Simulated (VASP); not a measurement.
Write the native input for VASP 6.6.1 that does the following.

```
Task                   : single point
Functional             : PBEsol
Potentials or basis    : VASP PAW PBE potentials, release 64 (O, H, F)
Cutoff                 : 520 eV
k mesh                 : 1 × 1 × 1
Occupations            : fermi-dirac, width 0.02 eV
Spin                   : no spin polarisation
Dipole correction      : no
Further INCAR settings : ALGO = Normal; EDIFF = 1e-06; NBANDS = 55
```

The structure of H17O8F lies in POSCAR:

```
H17O8F
1.0
    6.4950650000      0.0000000000      0.0000000000
    0.0000000000      6.4950650000      0.0000000000
    0.0000000000      0.0000000000      6.4950650000
O H F
8 17 1
Direct
    0.8359269692      0.0220629047      0.3575329885
    0.5210109522      0.3776713551      0.3720517039
    0.4247070661      0.1854484905      0.6833957782
    0.0427247456      0.4821352827      0.2794891198
    0.9009763567      0.5478313150      0.6499242117
    0.0243415578      0.1839242563      0.7137726874
    0.0275901781      0.8102767255      0.9860871292
    0.5757294192      0.7697536514      0.5223350344
    0.7613010801      0.1277277441      0.2757478178
    0.9255334627     -0.0425245937      0.2430306702
    0.4774240135      0.3315132335      0.2275881766
    0.4730668592      0.5169463277      0.4047380588
    0.2637848890      0.1800289912      0.6832264188
    0.4820275086      0.2643083633      0.5549905967
    0.0738252812      0.6132194212      0.1975807786
   -0.0953339189      0.4451841514      0.2221686773
    0.9658871774      0.5359915567      0.5116499989
    0.7703848999      0.6307712086      0.6223340336
   -0.0578593132      0.3113286780      0.7302775261
   -0.0454037027      0.1068195622      0.6114026572
    0.0400765812      0.9427773240      0.9146174827
   -0.0348880265      0.7126949461      0.8871504750
    0.5036131278      0.8490138282      0.6373608270
    0.6846120863      0.8710921292      0.4643371544
    0.5021966678      0.2477265432      0.8393295525
    0.5888624671      0.2576263671      1.0048860173
```

These files were run (other wordings do the same):

INCAR

```
PREC     = Accurate       # precision mode
ENCUT    = 520            # plane-wave cutoff, eV
EDIFF    = 1E-6           # SCF threshold, eV
ISMEAR   = -1             # smearing method
SIGMA    = 0.02           # smearing width, eV
LREAL    = F              # projectors in reciprocal space
LASPH    = T              # aspherical terms in the spheres
NELM     = 120            # most SCF steps
ALGO     = Normal         # electronic algorithm
ISIF     = 2              # what is computed and relaxed
LWAVE    = F              # write WAVECAR
LCHARG   = T              # write CHGCAR
GGA      = PS             # functional
LELF     = T              # ELF
LVHAR    = T            
NBANDS   = 55             # bands
GGA_COMPAT= F
```

KPOINTS

```
Automatic mesh
0
Gamma
  1 1 1
```

Potentials or basis: VASP PAW PBE potentials, release 64 (O, H, F).

Launch:

```sh
$ cat potpaw_PBE.64/O/POTCAR potpaw_PBE.64/H/POTCAR potpaw_PBE.64/F/POTCAR > POTCAR
$ mpirun -np 1 vasp_gam > vasp.out
```

It gave:

```
Pressure      : -1.6 GPa
Largest force : 2.209 eV/Å
```

Caveat: the k points lie up to 0.97 Å⁻¹ apart; the PAW data sets were made with another functional, which shifts forces and pressure a little.

Wall time 17 s on 1 thread of Intel(R) Xeon(R) 6975P-C (Granite Rapids), with other jobs on the host, peak memory 0.29 GiB.
